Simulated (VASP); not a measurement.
# Al (P6_3/mmc) in VASP: vibrations by perturbation theory with PBEsol

Aim: the vibrations by perturbation theory of Al with PBEsol.

Everything below comes from runs of VASP 6.6.1. Logs are shortened: lines on timing, memory, paths and dates and some standing lists are left out, and cuts for length are marked.

## 1. The cell of the first run

It takes space group P6_3/mmc (No. 194, hexagonal). Conventional cell: a = 2.827 Å, b = 2.827 Å, c = 9.186 Å, α = 90.00°, β = 90.00°, γ = 120.00°. Within 3.7 Å of Al (site symmetry -3m) lie 12 Al at 2.82 to 2.83 Å. Within 3.7 Å of Al (site symmetry -6m2) lie 12 Al at 2.82 to 2.83 Å.

This isn't the form of Al at room conditions, which is fcc.

## 2. Vibrations by perturbation theory, PBEsol

The input, INCAR:

```
  PREC = Accurate
  ENCUT = 520
  EDIFF = 1E-8
  ISMEAR = -1
  SIGMA = 0.05
  LREAL = F
  LASPH = T
  NELM = 80
  ALGO = Normal
  ISIF = 2
  LWAVE = F
  LCHARG = F
  GGA = PS
  IBRION = 8
  NSW = 1
```

The input, KPOINTS:

```
regular mesh
0
Gamma
  12 12 4
```

The input, POSCAR:

```
Al
1.0
    2.8270770000      0.0000000000      0.0000000000
   -1.4135390000      2.4483210000      0.0000000000
    0.0000000000      0.0000000000      9.1859930000
Al
4
Direct
    0.0000000000      0.0000000000      0.0000000000
    0.3333333333      0.6666666667      0.2500000000
    0.0000000000      0.0000000000      0.5000000000
    0.6666666667      0.3333333333      0.7500000000
```

Potentials or basis: VASP PAW PBE potentials, release 64 (Al).

Run with:

```sh
> cat potpaw_PBE.64/Al/POTCAR > POTCAR
> mpirun -np 1 vasp_std > vasp.out
```

OUTCAR:

```text
PREC = Accurate
   ENCUT = 520
   EDIFF = 1E-8
   ISMEAR = -1
   LREAL = F
   LASPH = T
   NELM = 80
   ISIF = 2
   GGA = PS
   IBRION = 8
   NSW = 1

 ion  position               nearest neighbor table
   1  0.000  0.000  0.000-   4 2.82   2 2.82   4 2.82   2 2.82   4 2.82   2 2.82
   2  0.333  0.667  0.250-   1 2.82   3 2.82   1 2.82   3 2.82   1 2.82   3 2.82
   3  0.000  0.000  0.500-   4 2.82   2 2.82   4 2.82   2 2.82   4 2.82   2 2.82
   4  0.667  0.333  0.750-   1 2.82   3 2.82   1 2.82   3 2.82   1 2.82   3 2.82

  LATTYP: Found a hexagonal cell.
 ALAT       =     2.8270770000
 C/A-ratio  =     3.2492899910

  Lattice vectors:

 A1 = (   2.8270770000,   0.0000000000,   0.0000000000)
 A2 = (  -1.4135390000,   2.4483210000,   0.0000000000)
 A3 = (   0.0000000000,   0.0000000000,   9.1859930000)

Analysis of symmetry for initial positions (statically):
=====================================================================
 Subroutine PRICEL returns:
 Original cell was already a primitive cell.

 Routine SETGRP: Setting up the symmetry group for a
 hexagonal supercell.

 Subroutine GETGRP returns: Found 24 space group operations
 (whereof 12 operations were pure point group operations)
 out of a pool of 24 trial point group operations.

The static configuration has the point symmetry D_3d.
 The point group associated with its full space group is D_6h.

Analysis of symmetry for dynamics (positions and initial velocities):
=====================================================================
 Subroutine PRICEL returns:
 Original cell was already a primitive cell.

 Routine SETGRP: Setting up the symmetry group for a
 hexagonal supercell.

 Subroutine GETGRP returns: Found 24 space group operations
 (whereof 12 operations were pure point group operations)
 out of a pool of 24 trial point group operations.

The dynamic configuration has the point symmetry D_3d.
 The point group associated with its full space group is D_6h.

 Subroutine INISYM returns: Found 24 space group operations
 (whereof 12 operations are pure point group operations),
 and found     1 'primitive' translations

----------------------------------------------------------------------------------------

                                     Primitive cell

  volume of cell :      63.5817

  direct lattice vectors                    reciprocal lattice vectors
     2.827077000  0.000000000  0.000000000     0.353722237  0.204221659  0.000000000
    -1.413539000  2.448321000  0.000000000     0.000000000  0.408443174  0.000000000
     0.000000000  0.000000000  9.185993000     0.000000000  0.000000000  0.108861394

  length of vectors
     2.827077000  2.827077683  9.185993000     0.408443273  0.408443174  0.108861394

  position of ions in fractional coordinates (direct lattice)
     0.000000000  0.000000000  0.000000000
     0.333333333  0.666666667  0.250000000
     0.000000000  0.000000000  0.500000000
     0.666666667  0.333333333  0.750000000

  ion indices of the primitive-cell ions
   primitive index   ion index
                 1           1
                 2           2
                 3           3
                 4           4

[... 126 lines left out ...]
 Fermi energy:         8.3077089653

 k-point     1 :       0.0000    0.0000    0.0000
  band No.  band energies     occupation
      1      -3.0477      2.00000
      2      -1.3080      2.00000
      3      -1.3022      2.00000
      4       3.6304      2.00000
      5       3.9777      2.00000
      6      11.9460      0.00000
      7      11.9595      0.00000
      8      19.1999      0.00000
      9      19.2016      0.00000
     10      19.3599      0.00000
[... 287 lines left out ...]
 k-point    24 :       0.3333    0.0000    0.2500
  band No.  band energies     occupation
      1      -0.2256      2.00000
      2       0.6299      2.00000
      3       2.3215      2.00000
      4       4.7949      2.00000
      5       7.4363      2.00000
      6       8.1387      1.93413
      7       8.8025      0.00010
      8      10.1310      0.00000
      9      12.2451      0.00000
     10      12.5025      0.00000

 [... further k-points ...]
[... 5 lines left out ...]
  --------------------------------------------------------------------------------------
  -------------------------------------------------------------------------------------
  Total        0.7428610      0.7428613      0.7260524     -0.0000002      0.0000000      0.0000000
  in kB       18.7191461     18.7191538     18.2955916     -0.0000038      0.0000000      0.0000000
  external PRESSURE =      18.5779639 kB  Pullay stress =       0.0000000 kB

 VOLUME and BASIS-vectors are now :
 -----------------------------------------------------------------------------
  energy-cutoff  :      520.00
  volume of cell :       63.58
      direct lattice vectors                 reciprocal lattice vectors
     2.827077000  0.000000000  0.000000000     0.353722237  0.204221659  0.000000000
    -1.413539000  2.448321000  0.000000000     0.000000000  0.408443174  0.000000000
     0.000000000  0.000000000  9.185993000     0.000000000  0.000000000  0.108861394

 POSITION                                       TOTAL-FORCE (eV/Angst)
 -----------------------------------------------------------------------------------
      0.00000      0.00000      0.00000         0.000000      0.000000      0.000000
     -0.00000      1.63221      2.29650         0.000000      0.000000      0.000000
      0.00000      0.00000      4.59300         0.000000      0.000000      0.000000
      1.41354      0.81611      6.88949        -0.000000     -0.000000     -0.000000
 -----------------------------------------------------------------------------------
    total drift:                               -0.000000      0.000000      0.000000

  FREE ENERGIE OF THE ION-ELECTRON SYSTEM (eV)
  ---------------------------------------------------
  free  energy   TOTEN  =       -16.3094765797 eV

  energy  without entropy=      -16.2955594069  energy(sigma->0) =      -16.30251799

[... ionic steps 2 to 3 ...]

--------------------------------------- Ionic step        4  -------------------------------------------

------------------------ aborting loop because EDIFF is reached ----------------------------------------
[... 11 lines left out ...]
[... ionic steps 8 to 8 ...]

--------------------------------------- Ionic step        9  -------------------------------------------

 Free energy of the ion-electron system (eV)
  ---------------------------------------------------
  ---------------------------------------------------
  free energy    TOTEN  =        -0.01760148 eV

  energy without entropy =       -0.01760148

------------------------ aborting loop because EDIFF is reached ----------------------------------------

 INTERNAL STRAIN TENSOR  FOR ION    2  DIRECTION 3   (eV/Angst):
 -----------------------------------------------------------------------------
    -0.01671  0.00000 -0.00000
     0.00000 -0.01671  0.00000
    -0.00000  0.00000  0.02295

 INTERNAL STRAIN TENSOR FOR ION    4 for displacements in x,y,z  (eV/Angst):
          X           Y           Z          XY          YZ          ZX
  --------------------------------------------------------------------------------
  x     0.00000    -0.00000     0.00000    -0.34102     0.00000     0.00000
  y    -0.34102     0.34102    -0.00000    -0.00000     0.00000     0.00000
  z     0.00000    -0.00000     0.00000    -0.00000     0.00000    -0.00000

 SECOND DERIVATIVES (NOT SYMMETRIZED)
 ------------------------------------
               1X          1Y          1Z          2X          2Y          2Z          3X          3Y          3Z          4X          4Y          4Z
  1X    -1.044999    0.000000    0.000000    0.615741   -0.000000    0.000000   -0.186484    0.000000    0.000000    0.615741   -0.000000    0.000000
  1Y     0.000000   -1.044999    0.000000   -0.000000    0.615742    0.000000    0.000000   -0.186484    0.000000   -0.000000    0.615742    0.000000
  1Z     0.000000    0.000000   -5.701914   -0.000000    0.000000    2.831180    0.000000    0.000000    0.039554   -0.000000    0.000000    2.831180
  2X     0.615877   -0.000000   -0.000000   -1.336719    0.000000    0.000000    0.615877   -0.000000    0.000000    0.104966   -0.000000    0.000000
  2Y    -0.000000    0.615877    0.000000    0.000000   -1.336720    0.000000   -0.000000    0.615877   -0.000000   -0.000000    0.104966    0.000000
  2Z    -0.000000   -0.000000    2.827071    0.000000    0.000000   -5.708201   -0.000000    0.000000    2.827071    0.000000    0.000000    0.054059
  3X    -0.186484    0.000000    0.000000    0.615741   -0.000000    0.000000   -1.044999    0.000000    0.000000    0.615741   -0.000000    0.000000
  3Y     0.000000   -0.186484    0.000000   -0.000000    0.615742    0.000000    0.000000   -1.044999    0.000000   -0.000000    0.615742    0.000000
  3Z     0.000000    0.000000    0.039554    0.000000   -0.000000    2.831180    0.000000    0.000000   -5.701914    0.000000   -0.000000    2.831180
  4X     0.615877   -0.000000   -0.000000    0.104966   -0.000000    0.000000    0.615877   -0.000000    0.000000   -1.336719    0.000000    0.000000
  4Y    -0.000000    0.615877    0.000000   -0.000000    0.104966    0.000000   -0.000000    0.615877   -0.000000    0.000000   -1.336720    0.000000
  4Z    -0.000000   -0.000000    2.827071    0.000000    0.000000    0.054059   -0.000000    0.000000    2.827071    0.000000    0.000000   -5.708201

 Eigenvectors and eigenvalues of the dynamical matrix
 ----------------------------------------------------

   1 f  =   10.124599 THz    63.614733 2PiTHz  337.720278 cm-1    41.871959 meV
             X         Y         Z           dx          dy          dz
      0.000000  0.000000  0.000000    -0.000000   -0.000000   -0.500182
     -0.000000  1.632214  2.296498    -0.000000   -0.000000    0.499818
      0.000000  0.000000  4.592996    -0.000000   -0.000000   -0.500182
      1.413538  0.816107  6.889495     0.000000    0.000000    0.499818
[... 71 lines left out ...]
  12 f/i=    0.003676 THz     0.023099 2PiTHz    0.122627 cm-1     0.015204 meV
             X         Y         Z           dx          dy          dz
      0.000000  0.000000  0.000000    -0.000000    0.000000    0.499818
     -0.000000  1.632214  2.296498    -0.000000    0.000000    0.500182
      0.000000  0.000000  4.592996    -0.000000    0.000000    0.499818
      1.413538  0.816107  6.889495    -0.000000    0.000000    0.500182

--------------------------------------------------------------------------------------------------------

 ELASTIC MODULI CONTR FROM IONIC RELAXATION (kBar)
 Direction    XX          YY          ZZ          XY          YZ          ZX
 --------------------------------------------------------------------------------
 XX          -4.0654      4.0654     -0.0000      0.0000     -0.0000      0.0000
 YY           4.0654     -4.0655      0.0000      0.0000      0.0000     -0.0000
 ZZ          -0.0000      0.0000     -0.0000      0.0000     -0.0000      0.0000
 XY           0.0000      0.0000      0.0000     -4.0654      0.0000     -0.0000
 YZ          -0.0000      0.0000     -0.0000      0.0000     -0.0000      0.0000
 ZX           0.0000     -0.0000      0.0000     -0.0000      0.0000     -0.0000
 --------------------------------------------------------------------------------
```

Run time: 6.5 min. Hardware: 1 thread of Intel Xeon Platinum 8259CL at 2.50GHz (Skylake/Cascade Lake), shared host; peak memory 0.41 GiB.

What came out:

| Property | Result |
| --- | --- |
| Highest phonon frequency at Γ | 338 cm⁻¹ |

Phonon frequencies in cm⁻¹ (negative: imaginary):
```
              q point                              frequencies
(0.000, 0.000, 0.000)  0 0 0 93 93 121 121 158 158 241 241 338
```

Caveat: the cell stands under pressure or tension, which shifts response properties; the PAW data sets were made with another functional, which shifts forces and pressure a little.
